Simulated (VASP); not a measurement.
# MoS2 in VASP: settings compared, part 3 of 3

VASP 6.6.1.

### Step 4. Single point, PBE

This run uses another cell than the first one, of 20.94 Å³/atom.

INCAR reads:

```
SYSTEM = MoS2
PREC = Accurate
ENCUT = 520
EDIFF = 1E-6
ISMEAR = -1
SIGMA = 0.05
LREAL = .FALSE.
LASPH = .TRUE.
NELM = 60
ALGO = Normal
ISIF = 2
LWAVE = .FALSE.
LCHARG = .FALSE.
GGA = PE
NBANDS = 20
```

KPOINTS reads:

```
regular mesh
0
G
  6 6 5
  0 0 0
```

POSCAR reads:

```
MoS2
1.0
    2.7702474511     -1.5997181105      0.0114507668
    2.7702474511      1.5997181105      0.0114507668
    0.0134206374      0.0000000000      7.0890310703
Mo S
1 2
Direct
    0.0000000000      0.0000000000      0.0000000000
    0.6649266325      0.6649266325      0.2225760518
    0.3350733675      0.3350733675      0.7774239482
```

Potentials or basis: VASP PAW PBE potentials, release 64 (Mo_sv, S).

The run is started by

```bash
cat potpaw_PBE.64/Mo_sv/POTCAR potpaw_PBE.64/S/POTCAR > POTCAR
mpirun -np 1 vasp_std > vasp.out
```

OUTCAR:

```text
SYSTEM = MoS2
   PREC = Accurate
   ENCUT = 520
   EDIFF = 1E-6
   ISMEAR = -1
   LREAL = .FALSE.
   LASPH = .TRUE.
   NELM = 60
   ISIF = 2
   GGA = PE

 ion  position               nearest neighbor table
   1  0.000  0.000  0.000-   2 2.43   3 2.43   2 2.43   2 2.43   3 2.43   3 2.43
   2  0.665  0.665  0.223-   1 2.43   1 2.43   1 2.43
   3  0.335  0.335  0.777-   1 2.43   1 2.43   1 2.43

  LATTYP: Found a base centered monoclinic cell.
 ALAT       =     5.5405422335
 B/A-ratio  =     0.5774590439
 C/A-ratio  =     1.2794855585
 COS(beta)  =    -0.0060265747

  Lattice vectors:

 A1 = (  -2.7702474511,   1.5997181105,  -0.0114507668)
 A2 = (  -2.7702474511,  -1.5997181105,  -0.0114507668)
 A3 = (   0.0134206374,   0.0000000000,   7.0890310703)

Analysis of symmetry for initial positions (statically):
=====================================================================
 Subroutine PRICEL returns:
 Original cell was already a primitive cell.

 Routine SETGRP: Setting up the symmetry group for a
 base centered monoclinic supercell.

 Subroutine GETGRP returns: Found  4 space group operations
 (whereof  4 operations were pure point group operations)
 out of a pool of  4 trial point group operations.

The static configuration has the point symmetry C_2h.

Analysis of symmetry for dynamics (positions and initial velocities):
=====================================================================
 Subroutine PRICEL returns:
 Original cell was already a primitive cell.

 Routine SETGRP: Setting up the symmetry group for a
 base centered monoclinic supercell.

 Subroutine GETGRP returns: Found  4 space group operations
 (whereof  4 operations were pure point group operations)
 out of a pool of  4 trial point group operations.

The dynamic configuration has the point symmetry C_2h.

 Subroutine INISYM returns: Found  4 space group operations
 (whereof  4 operations are pure point group operations),
 and found     1 'primitive' translations

----------------------------------------------------------------------------------------

                                     Primitive cell

  volume of cell :      62.8312

  direct lattice vectors                    reciprocal lattice vectors
     2.770247451 -1.599718111  0.011450767     0.180490704 -0.312555066 -0.000341697
     2.770247451  1.599718111  0.011450767     0.180490704  0.312555066 -0.000341697
     0.013420637  0.000000000  7.089031070    -0.000583086  0.000000000  0.141064105

  length of vectors
     3.198984228  3.198984228  7.089043774     0.360926143  0.360926143  0.141065310

  position of ions in fractional coordinates (direct lattice)
     0.000000000  0.000000000  0.000000000
     0.664926632  0.664926632  0.222576052
     0.335073368  0.335073368  0.777423948

  ion indices of the primitive-cell ions
   primitive index   ion index
                 1           1
                 2           2
                 3           3

----------------------------------------------------------------------------------------

 KPOINTS: regular mesh

Automatic generation of k-mesh.
 Grid dimensions read from file:
 generate k-points for:    6    6    5

 Generating k-lattice:

  Cartesian coordinates                     Fractional coordinates (reciprocal lattice)
     0.030081784 -0.052092511 -0.000056949     0.166666667  0.000000000  0.000000000
     0.030081784  0.052092511 -0.000056949     0.000000000  0.166666667  0.000000000
    -0.000116617  0.000000000  0.028212821    -0.000000000 -0.000000000  0.200000000

  Length of vectors
     0.060154357  0.060154357  0.028213062

  Shift w.r.t. Gamma in fractional coordinates (k-lattice)
     0.000000000  0.000000000  0.000000000

 Subroutine IBZKPT returns following result:
 ===========================================

 Found     55 irreducible k-points:

 Following reciprocal coordinates:
            Coordinates               Weight
  0.000000  0.000000  0.000000      1.000000
  0.166667  0.000000  0.000000      4.000000
  0.333333  0.000000  0.000000      4.000000
  0.500000  0.000000  0.000000      2.000000
  0.166667  0.166667  0.000000      2.000000
  0.333333  0.166667  0.000000      4.000000
[... 16 lines left out ...]
 -0.333333  0.166667  0.200000      4.000000
 -0.166667  0.166667  0.200000      4.000000
 [... further k-points ...]
   k-points           NKPTS =     55   k-points in BZ     NKDIM =     55   number of bands    NBANDS=     20
   number of dos      NEDOS =    301   number of ions     NIONS =      3
   total plane-waves  NPLWV =  31104
   dimension x,y,z NGX =    24 NGY =   24 NGZ =   54
   dimension x,y,z NGXF=    48 NGYF=   48 NGZF=  108
   ions per type =               1   2
   NGX,Y,Z   is equivalent  to a cutoff of  12.47, 12.47, 12.66 a.u.
   NGXF,Y,Z  is equivalent  to a cutoff of  24.94, 24.94, 25.33 a.u.
 SYSTEM =  MoS2
   PREC   = accura    normal or accurate (medium, high low for compatibility)
   ISTART =      0    job   : 0-new  1-cont  2-samecut
   ICHARG =      2    charge: 1-file 2-atom 10-const
   ISPIN  =      1    spin polarized calculation?
   LNONCOLLINEAR =      F non collinear calculations
   LSORBIT =      F    spin-orbit coupling
   LASPH  =      T    aspherical Exc in radial PAW
   ENCUT  =  520.0 eV  38.22 Ry    6.18 a.u.   5.95  5.95 13.18*2*pi/ulx,y,z
   NELM   =     60;   NELMIN=  2; NELMDL= -5     # of ELM steps
   EDIFF  = 0.1E-05   stopping-criterion for ELM
   LREAL  =      F    real-space projection
   EDIFFG = 0.1E-04   stopping-criterion for IOM
   NSW    =      0    number of steps for IOM
   IBRION =     -1    ionic relax: 0-MD 1-quasi-New 2-CG
   NFREE  =      0    steps in history (QN), initial steepest desc. (CG)
   ISIF   =      2    stress and relaxation
   ISYM   =      2    0-nonsym 1-usesym 2-fastsym
   POTIM  = 0.5000    time-step for ionic-motion
   TEBEG  =    0.0;   TEEND  =   0.0 temperature during run
   PSTRESS=    0.0 pullay stress
   NELECT =      26.0000    total number of electrons
   NUPDOWN=      -1.0000    fix difference up-down
   EMIN   =  10.00;   EMAX   =-10.00  energy-range for DOS
   EFERMI =   0.00;   METHOD = LEGACY
   ISMEAR =    -1;   SIGMA  =   0.05  broadening in eV -4-tet -1-fermi 0-gaus
   EFERMI_NEDOS =   21; number of points for ismear=-14 and -15
   IALGO  =     38    algorithm
   IMIX   =      4    mixing-type and parameters
     AMIX     =   0.40;   BMIX     =  1.00
     AMIX_MAG =   1.60;   BMIX_MAG =  1.00
  volume/ion in A,a.u.               =      20.94       141.34
  Fermi-wavevector in a.u.,A,eV,Ry     =   1.219946  2.305365 20.249135  1.488269
  Thomas-Fermi vector in A             =   2.355181
   LORBIT       =      0    0 simple, 1 ext, 2 COOP (PROOUT), +10 PAW based schemes
   GGA     = PE    functional components
   LHFCALC =     F    Hartree Fock is set to
   AEXX    =    0.0000 exact exchange contribution
   IVDW    =     0    specifies the selected vdW correction
   LEPSILON=     F    determine dielectric tensor
   LRPA    =     F    only Hartree local field effects (RPA)
 non-spin polarized calculation
  energy-cutoff  :      520.00
  volume of cell :       62.83
 maximum number of plane-waves:      1711
   NGX = 11   NGY = 11   NGZ = 27

 number of electron      26.0000001 magnetization

 Free energy of the ion-electron system (eV)
  ---------------------------------------------------
  ext. energy  EPLUGINS =         0.00000000
  ---------------------------------------------------
  free energy    TOTEN  =       -21.05990323 eV

  energy without entropy =      -21.05617942  energy(sigma->0) =      -21.05804132

 E-fermi :   5.6946     XC(G=0):  -9.7342

 val. band max:        5.5840999986   @ k =   0.0000   0.0000   0.0000
 cond. band min:       5.8294839313   @ k =  -0.1667  -0.3333   0.4000
 fundamental gap:      0.2453839327
 Fermi energy:         5.6945580955

 k-point     1 :       0.0000    0.0000    0.0000
  band No.  band energies     occupation
      1     -56.0164      2.00000
      2     -30.0406      2.00000
      3     -30.0024      2.00000
      4     -30.0021      2.00000
      5      -8.9621      2.00000
      6      -7.7633      2.00000
[... 12 lines left out ...]
     19      12.0842      0.00000
[... 513 lines left out ...]
      4     -29.9970      2.00000
      5      -7.8446      2.00000
      6      -7.4486      2.00000
[... 12 lines left out ...]
     19      13.6490      0.00000
     20      15.0099      0.00000

 [... further k-points ...]

------------------------ aborting loop because EDIFF is reached ----------------------------------------

  FORCE on cell =-STRESS in cart. coord.  units (eV):
  Direction    XX          YY          ZZ          XY          YZ          ZX
  --------------------------------------------------------------------------------------
  -------------------------------------------------------------------------------------
  Total       -0.0348358     -0.0466951     -0.0323414      0.0000000      0.0000000     -0.0005004
  in kB       -0.8883014     -1.1907102     -0.8246972      0.0000000      0.0000000     -0.0127592
  external PRESSURE =      -0.9679029 kB  Pullay stress =       0.0000000 kB

 VOLUME and BASIS-vectors are now :
 -----------------------------------------------------------------------------
  energy-cutoff  :      520.00
  volume of cell :       62.83
      direct lattice vectors                 reciprocal lattice vectors
     2.770247451 -1.599718111  0.011450767     0.180490704 -0.312555066 -0.000341697
     2.770247451  1.599718111  0.011450767     0.180490704  0.312555066 -0.000341697
     0.013420637  0.000000000  7.089031070    -0.000583086  0.000000000  0.141064105

 POSITION                                       TOTAL-FORCE (eV/Angst)
 -----------------------------------------------------------------------------------
      0.00000      0.00000      0.00000        -0.000000      0.000000      0.000000
      3.68701      0.00000      1.59308         0.000240      0.000000     -0.008662
      1.86691      0.00000      5.51886        -0.000240      0.000000      0.008662
 -----------------------------------------------------------------------------------
    total drift:                                0.000000     -0.000000      0.000000

  FREE ENERGIE OF THE ION-ELECTRON SYSTEM (eV)
  ---------------------------------------------------
  free  energy   TOTEN  =       -21.0599032261 eV

  energy  without entropy=      -21.0561794226  energy(sigma->0) =      -21.05804132
```

stdout:

```text
POSCAR found type information on POSCAR MoS
 POSCAR found :  2 types and       3 ions
 scaLAPACK will be used
 LDA part: xc-table for (Slater+PW92), standard interpolation
 POSCAR, INCAR and KPOINTS ok, starting setup
 FFT: planning ... GRIDC
 FFT: planning ... GRID_SOFT
 FFT: planning ... GRID
 WAVECAR not read
 entering main loop
```

Wall time 89 s (1 thread of Intel Xeon 8259CL, shared host); peak memory 0.22 GiB.

Results:

```yaml
Free_energy: -21.0599 eV
Pressure: -0.1 GPa
Largest_force: 0.009 eV/Å
Band_gap_on_the_k_mesh: zero (bands 13 and 14 overlap by 0.82 eV)
```

Forces on the atoms (eV/Å):
```
Mo   0.000  0.000  0.000
S    0.000  0.000 -0.009
S    0.000  0.000  0.009
```

Levels at points of the mesh, in eV from the Fermi level:
| k point | band 9 | band 10 | band 11 | band 12 | band 13 | band 14 | band 15 | band 16 | band 17 | band 18 |
| --- | --- | --- | --- | --- | --- | --- | --- | --- | --- | --- |
| (0.00, 0.00, 0.00) | -3.74 | -2.38 | -0.99 | -0.80 | -0.80 | -0.11 | -0.11 | 3.30 | 3.30 | 5.64 |
| (0.50, 0.00, 0.00) | -4.68 | -3.89 | -2.84 | -1.85 | -1.49 | 1.14 | 1.86 | 3.54 | 4.11 | 5.46 |
| (0.50, 0.50, 0.00) | -4.69 | -3.90 | -2.83 | -1.86 | -1.49 | 1.14 | 1.87 | 3.54 | 4.11 | 5.47 |

Caveat: the k points lie up to 0.38 Å⁻¹ apart, too coarse for converged energies and pressures of a metal; this functional lacks dispersion, which binds the layers, so the pressure and a relaxed spacing across them are unreliable.

### Step 5. Overview

| level | potentials or basis | cell | gap on the mesh (eV) | pressure (GPa) | largest force (eV/Å) |
| --- | --- | --- | --- | --- | --- |
| LDA | VASP PAW LDA potentials, release 64 (Mo_sv, S) | a = 3.154, b = 3.154, c = 5.795 Å, angles 90.0, 90.0, 60.0°, 3 atoms, atomic positions A | none | 0.1 | 0.02 |
| PBEsol | VASP PAW PBE potentials, release 64 (Mo_sv, S) | a = 3.143, b = 3.143, c = 6.260 Å, angles 90.0, 90.0, 60.0°, 3 atoms, atomic positions B | none | 0.0 | - |
| PBE | VASP PAW PBE potentials, release 64 (Mo_sv, S) | a = 3.199, b = 3.199, c = 7.089 Å, angles 89.7, 89.7, 60.0°, 3 atoms, atomic positions C | none | -0.1 | 0.01 |

Alike in all rows: task single point; no spin polarisation; k mesh 6 × 6 × 5; cutoff (eV) 520; smearing fermi-dirac 0.05 eV.

Caveats: all runs use coarse meshes; this functional lacks dispersion, which binds the layers, so the pressure and a relaxed spacing across them are unreliable (at least some runs); the PAW data sets were made with another functional, which shifts forces and pressure a little (at least some runs).

Total energies depend on the potentials used, so only differences within one code and one set of settings carry meaning.
